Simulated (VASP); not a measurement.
# Ta in VASP: single point with LDA

Aim: the single point of Ta with LDA.

Program: VASP 6.6.1. These are calculated values, not measurements. Logs are shortened: lines on timing, memory, paths and dates and some standing lists are left out, and cuts for length are marked.

## (1) The cell of the first run

The cell holds a slab with vacuum, 6 atoms: a = 2.817 Å, b = 2.817 Å, c = 26.501 Å, α = 90.00°, β = 90.00°, γ = 109.47°.

## (2) Single point, LDA

Input file INCAR:

```
ALGO     = Fast           # electronic algorithm
DIPOL    = 0.5 0.5 0.500
EDIFF    = 1E-7           # SCF threshold, eV
ENCUT    = 520            # plane-wave cutoff, eV
IDIPOL   = 3            
ISIF     = 2              # what is computed and relaxed
ISMEAR   = 0              # smearing method
LASPH    = True           # aspherical terms in the spheres
LCHARG   = True           # write CHGCAR
LDIPOL   = True         
LELF     = True           # ELF
LREAL    = False          # projectors in reciprocal space
LVACPOTAV= True         
LVHAR    = True         
LWAVE    = False          # write WAVECAR
NBANDS   = 42             # bands
NELM     = 60             # most SCF steps
PREC     = Accurate       # precision mode
SIGMA    = 0.1            # smearing width, eV
```

Input file KPOINTS:

```
k-points
0
Gamma
  13 13 1
```

Input file POSCAR:

```
Ta
1.0
    2.8170663164      0.0000000000      0.0000000000
   -0.9390221055      2.6559555938      0.0000000000
    0.0000000000      0.0000000000     26.5006250778
Ta
6
Direct
    0.5000000000      0.5000000000      0.2830121923
    0.0000000000      0.0000000000      0.3698073154
    0.5000000000      0.5000000000      0.4566024385
    0.0000000000      0.0000000000      0.5433975615
    0.5000000000      0.5000000000      0.6301926846
    0.0000000000      0.0000000000      0.7169878077
```

Potentials or basis: VASP PAW LDA potentials, release 64 (Ta_pv).

The run is started by

```bash
> cat potpaw_LDA.64/Ta_pv/POTCAR > POTCAR
> mpirun -np 1 vasp_std > vasp.out
```

OUTCAR:

```text
EDIFF = 1E-7
   ENCUT = 520
   ISIF = 2
   ISMEAR = 0
   LASPH = True
   LREAL = False
   NELM = 60
   PREC = Accurate

 ion  position               nearest neighbor table
   1  0.500  0.500  0.283-   2 2.82   2 2.82   2 3.25   2 3.25
   2  0.000  0.000  0.370-   3 2.82   3 2.82   1 2.82   1 2.82   3 3.25   3 3.25   1 3.25   1 3.25

   3  0.500  0.500  0.457-   4 2.82   4 2.82   2 2.82   2 2.82   4 3.25   4 3.25   2 3.25   2 3.25

   4  0.000  0.000  0.543-   3 2.82   3 2.82   5 2.82   5 2.82   3 3.25   3 3.25   5 3.25   5 3.25

   5  0.500  0.500  0.630-   4 2.82   4 2.82   6 2.82   6 2.82   4 3.25   4 3.25   6 3.25   6 3.25

   6  0.000  0.000  0.717-   5 2.82   5 2.82   5 3.25   5 3.25

  LATTYP: Found a base centered orthorhombic cell.
 ALAT       =     3.2528679921
 B/A-ratio  =     1.4142135624
 C/A-ratio  =     8.1468492241

  Lattice vectors:

 A1 = (   2.8170663164,   0.0000000000,   0.0000000000)
 A2 = (  -0.9390221055,   2.6559555938,   0.0000000000)
 A3 = (   0.0000000000,   0.0000000000,  26.5006250778)

Analysis of symmetry for initial positions (statically):
=====================================================================
 Subroutine PRICEL returns:
 Original cell was already a primitive cell.

 Routine SETGRP: Setting up the symmetry group for a
 base centered orthorhombic supercell.

 Subroutine GETGRP returns: Found  8 space group operations
 (whereof  4 operations were pure point group operations)
 out of a pool of  8 trial point group operations.

The static configuration has the point symmetry C_2v.
 The point group associated with its full space group is D_2h.

Analysis of symmetry for dynamics (positions and initial velocities):
=====================================================================
 Subroutine PRICEL returns:
 Original cell was already a primitive cell.

 Routine SETGRP: Setting up the symmetry group for a
 base centered orthorhombic supercell.

 Subroutine GETGRP returns: Found  8 space group operations
 (whereof  4 operations were pure point group operations)
 out of a pool of  8 trial point group operations.

The dynamic configuration has the point symmetry C_2v.
 The point group associated with its full space group is D_2h.

 Subroutine INISYM returns: Found  8 space group operations
 (whereof  4 operations are pure point group operations),
 and found     1 'primitive' translations

----------------------------------------------------------------------------------------

                                     Primitive cell

  volume of cell :     198.2778

  direct lattice vectors                    reciprocal lattice vectors
     2.817066316  0.000000000  0.000000000     0.354979219  0.125504106  0.000000000
    -0.939022105  2.655955594  0.000000000     0.000000000  0.376512319  0.000000000
     0.000000000  0.000000000 26.500625078     0.000000000  0.000000000  0.037734959

  length of vectors
     2.817066316  2.817066316 26.500625078     0.376512319  0.376512319  0.037734959

  position of ions in fractional coordinates (direct lattice)
     0.500000000  0.500000000  0.283012192
     0.000000000  0.000000000  0.369807315
     0.500000000  0.500000000  0.456602438
     0.000000000  0.000000000  0.543397562
     0.500000000  0.500000000  0.630192685
     0.000000000  0.000000000  0.716987808

  ion indices of the primitive-cell ions
   primitive index   ion index
                 1           1
                 2           2
                 3           3
                 4           4
                 5           5
                 6           6

----------------------------------------------------------------------------------------

 KPOINTS: k-points

Automatic generation of k-mesh.
 Grid dimensions read from file:
 generate k-points for:   13   13    1

 Generating k-lattice:

  Cartesian coordinates                     Fractional coordinates (reciprocal lattice)
     0.027306094  0.009654162  0.000000000     0.076923077  0.000000000  0.000000000
     0.000000000  0.028962486  0.000000000     0.000000000  0.076923077  0.000000000
     0.000000000  0.000000000  0.037734959     0.000000000  0.000000000  1.000000000

  Length of vectors
     0.028962486  0.028962486  0.037734959

  Shift w.r.t. Gamma in fractional coordinates (k-lattice)
     0.000000000  0.000000000  0.000000000

 Subroutine IBZKPT returns following result:
 ===========================================

 Found     49 irreducible k-points:

 Following reciprocal coordinates:
            Coordinates               Weight
  0.000000  0.000000  0.000000      1.000000
  0.076923 -0.000000  0.000000      4.000000
  0.153846 -0.000000  0.000000      4.000000
  0.230769  0.000000  0.000000      4.000000
  0.307692 -0.000000  0.000000      4.000000
  0.384615  0.000000  0.000000      4.000000
[... 16 lines left out ...]
  0.384615  0.153846  0.000000      4.000000
  0.461538  0.153846  0.000000      4.000000
 [... further k-points ...]
   k-points           NKPTS =     49   k-points in BZ     NKDIM =     49   number of bands    NBANDS=     42
   number of dos      NEDOS =    301   number of ions     NIONS =      6
   total plane-waves  NPLWV = 115200
   dimension x,y,z NGX =    24 NGY =   24 NGZ =  200
   dimension x,y,z NGXF=    48 NGYF=   48 NGZF=  400
   ions per type =               6
   NGX,Y,Z   is equivalent  to a cutoff of  14.16, 14.16, 12.55 a.u.
   NGXF,Y,Z  is equivalent  to a cutoff of  28.33, 28.33, 25.09 a.u.
 SYSTEM =  unknown system
   PREC   = accura    normal or accurate (medium, high low for compatibility)
   ISTART =      0    job   : 0-new  1-cont  2-samecut
   ICHARG =      2    charge: 1-file 2-atom 10-const
   ISPIN  =      1    spin polarized calculation?
   LNONCOLLINEAR =      F non collinear calculations
   LSORBIT =      F    spin-orbit coupling
   LASPH  =      T    aspherical Exc in radial PAW
   ENCUT  =  520.0 eV  38.22 Ry    6.18 a.u.   5.24  5.24 49.27*2*pi/ulx,y,z
   NELM   =     60;   NELMIN=  2; NELMDL= -5     # of ELM steps
   EDIFF  = 0.1E-06   stopping-criterion for ELM
   LREAL  =      F    real-space projection
   EDIFFG = 0.1E-05   stopping-criterion for IOM
   NSW    =      0    number of steps for IOM
   IBRION =     -1    ionic relax: 0-MD 1-quasi-New 2-CG
   NFREE  =      0    steps in history (QN), initial steepest desc. (CG)
   ISIF   =      2    stress and relaxation
   ISYM   =      2    0-nonsym 1-usesym 2-fastsym
   POTIM  = 0.5000    time-step for ionic-motion
   TEBEG  =    0.0;   TEEND  =   0.0 temperature during run
   PSTRESS=    0.0 pullay stress
   NELECT =      66.0000    total number of electrons
   NUPDOWN=      -1.0000    fix difference up-down
   EMIN   =  10.00;   EMAX   =-10.00  energy-range for DOS
   EFERMI =   0.00;   METHOD = LEGACY
   ISMEAR =     0;   SIGMA  =   0.10  broadening in eV -4-tet -1-fermi 0-gaus
   EFERMI_NEDOS =   21; number of points for ismear=-14 and -15
   IALGO  =     68    algorithm
   IMIX   =      4    mixing-type and parameters
     AMIX     =   0.40;   BMIX     =  1.00
     AMIX_MAG =   1.60;   BMIX_MAG =  1.00
  volume/ion in A,a.u.               =      33.05       223.01
  Fermi-wavevector in a.u.,A,eV,Ry     =   1.134570  2.144027 17.514102  1.287250
  Thomas-Fermi vector in A             =   2.271275
   LORBIT       =      0    0 simple, 1 ext, 2 COOP (PROOUT), +10 PAW based schemes
   GGA     = CA    functional components
   LHFCALC =     F    Hartree Fock is set to
   AEXX    =    0.0000 exact exchange contribution
   IVDW    =     0    specifies the selected vdW correction
   LEPSILON=     F    determine dielectric tensor
   LRPA    =     F    only Hartree local field effects (RPA)
 non-spin polarized calculation
 RMM-DIIS sequential band-by-band and
 Gauss-broadening in eV      SIGMA  =   0.10
  energy-cutoff  :      520.00
  volume of cell :      198.28
 maximum number of plane-waves:      5373
 NGX is ok and might be reduce to    24
   NGX = 11   NGY = 11   NGZ = 99

 dipolmoment           0.000000      0.000000     -0.000000 electrons x Angstroem

 number of electron      66.0000005 magnetization

 dipolmoment           0.000000      0.000000      0.000000 electrons x Angstroem

 Free energy of the ion-electron system (eV)
  ---------------------------------------------------
  ext. energy  EPLUGINS =         0.00000000
  ---------------------------------------------------
  free energy    TOTEN  =       -74.46449969 eV

  energy without entropy =      -74.42633553  energy(sigma->0) =      -74.44541761

 E-fermi :   0.7675     XC(G=0):  -7.6479

 val. band max:        0.7544400120   @ k =   0.1538   0.0769   0.0000
 cond. band min:       0.7771710939   @ k =   0.3077   0.1538   0.0000
 fundamental gap:      0.0227310819
 Fermi energy:         0.7675479505

 k-point     1 :       0.0000    0.0000    0.0000
  band No.  band energies     occupation
      1     -33.4224      2.00000
      2     -33.3770      2.00000
      3     -33.0683      2.00000
      4     -32.7443      2.00000
      5     -32.6349      2.00000
      6     -32.6341      2.00000
[... 34 lines left out ...]
     41       4.1397      0.00000
     42       4.6867      0.00000

 k-point     2 :       0.0769   -0.0000    0.0000
  band No.  band energies     occupation
      1     -33.4039      2.00000
      2     -33.3646      2.00000
      3     -33.0659      2.00000
      4     -32.7763      2.00000
      5     -32.6678      2.00000
      6     -32.6438      2.00000
[... 34 lines left out ...]
     41       3.9237      0.00000
     42       4.0314      0.00000

 k-point     3 :       0.1538   -0.0000    0.0000
  band No.  band energies     occupation
      1     -33.3534      2.00000
      2     -33.3313      2.00000
      3     -33.0654      2.00000
      4     -32.8753      2.00000
      5     -32.7843      2.00000
      6     -32.6998      2.00000
[... 34 lines left out ...]
     41       3.8516      0.00000
     42       3.9113      0.00000

 k-point     4 :       0.2308    0.0000    0.0000
  band No.  band energies     occupation
      1     -33.2926      2.00000
      2     -33.2920      2.00000
      3     -33.0990      2.00000
      4     -33.0433      2.00000
      5     -32.9505      2.00000
      6     -32.8287      2.00000
[... 844 lines left out ...]
     41       4.1733      0.00000
     42       4.6113      0.00000

 k-point    23 :       0.3846    0.1538    0.0000
  band No.  band energies     occupation
      1     -33.4277      2.00000
      2     -33.4274      2.00000
      3     -33.2832      2.00000
      4     -33.2828      2.00000
      5     -33.0893      2.00000
      6     -33.0832      2.00000
[... 34 lines left out ...]
     41       4.6572      0.00000
     42       4.8128      0.00000

 k-point    24 :       0.4615    0.1538    0.0000
  band No.  band energies     occupation
      1     -33.4953      2.00000
      2     -33.4933      2.00000
      3     -33.3228      2.00000
      4     -33.3064      2.00000
      5     -33.1585      2.00000
      6     -33.1203      2.00000
[... 34 lines left out ...]
     41       4.5026      0.00000
     42       4.5761      0.00000

 [... further k-points ...]
[... 5 lines left out ...]
  --------------------------------------------------------------------------------------
  -------------------------------------------------------------------------------------
  Total       -4.1734070     -3.9564273     -2.3338360      0.3068557      0.0000000      0.0000000
  in kB      -33.7230875    -31.9697892    -18.8584901      2.4795382      0.0000000      0.0000000
  external PRESSURE =     -28.1837889 kB  Pullay stress =       0.0000000 kB

 VOLUME and BASIS-vectors are now :
 -----------------------------------------------------------------------------
  energy-cutoff  :      520.00
  volume of cell :      198.28
      direct lattice vectors                 reciprocal lattice vectors
     2.817066316  0.000000000  0.000000000     0.354979219  0.125504106  0.000000000
    -0.939022105  2.655955594  0.000000000     0.000000000  0.376512319  0.000000000
     0.000000000  0.000000000 26.500625078     0.000000000  0.000000000  0.037734959

 POSITION                                       TOTAL-FORCE (eV/Angst)
 -----------------------------------------------------------------------------------
      0.93902      1.32798      7.50000        -0.000000      0.000000      0.450993
      0.00000      0.00000      9.80013         0.000000      0.000000     -0.368533
      0.93902      1.32798     12.10025         0.000000      0.000000     -0.148376
      0.00000      0.00000     14.40038        -0.000000      0.000000      0.148376
      0.93902      1.32798     16.70050        -0.000000      0.000000      0.368533
      0.00000      0.00000     19.00063        -0.000000      0.000000     -0.450993
 -----------------------------------------------------------------------------------
    total drift:                                0.000000     -0.000000      0.000000

  FREE ENERGIE OF THE ION-ELECTRON SYSTEM (eV)
  ---------------------------------------------------
  free  energy   TOTEN  =       -74.4644996871 eV

  energy  without entropy=      -74.4263355273  energy(sigma->0) =      -74.44541761

 vacuum level on the upper side and lower side of the slab         5.811         5.811
```

Run time: 15 min. Hardware: 1 thread of Intel Xeon 6975P-C, shared host; peak memory 0.44 GiB.

What came out:

```
Free energy            : -74.4645 eV
Largest force          : 0.451 eV/Å
Band gap on the k mesh : zero (band 33 reaches 2.55 eV, above the bottom of band 34 at 0.25 eV)
```

Forces in eV/Å, atoms in the order of the input:
```
Ta   0.000  0.000  0.451
Ta   0.000  0.000 -0.369
Ta   0.000  0.000 -0.148
Ta   0.000  0.000  0.148
Ta   0.000  0.000  0.369
Ta   0.000  0.000 -0.451
```

Caveat: spin-orbit coupling is left out, which moves the levels of the heavy elements.
